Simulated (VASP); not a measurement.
Runs of VASP 6.6.1 on Mo. The structure is that of space group Im-3m (No. 229), or close to it. The cells are those of the table. 

```csv
task,cell,k mesh,cutoff (eV),smearing,gap on the mesh (eV),pressure (GPa)
single point,"a = 2.667 Å, angles 109.5°, 1 atom",8 × 8 × 8,520,gaussian 0.1 eV,none,23.7
relaxation of cell and atoms,"relaxed to 22 GPa from a = 2.725 Å, angles 109.5°, 1 atom",8 × 8 × 8,600,gaussian 0.1 eV,none,21.7
single point,"a = 2.615 Å, angles 109.5°, 1 atom",8 × 8 × 8,520,gaussian 0.1 eV,none,46.9
relaxation of cell and atoms,"relaxed to 45 GPa from a = 2.725 Å, angles 109.5°, 1 atom",8 × 8 × 8,600,gaussian 0.1 eV,none,45.0
single point,"a = 2.666 Å, angles 109.5°, 1 atom",20 × 20 × 20,520,fermi-dirac 0.1 eV,none,(a)
```

Alike in all rows: level r2SCAN; potentials or basis VASP PAW PBE potentials, release 64 (Mo_sv); no spin polarisation.

**Question.** Fill in the values left out.

**Answer.** (a) 23.6.

Caveats: some runs use coarse meshes; the PAW data sets were made with another functional, which shifts forces and pressure a little; the cell is relaxed towards a set pressure, so the enthalpy falls and the energy may rise (some runs).

A k mesh can miss the band edges, and the runs leave out spin-orbit coupling on Mo.

A gap of «none» marks levels without a gap at the run's occupations.
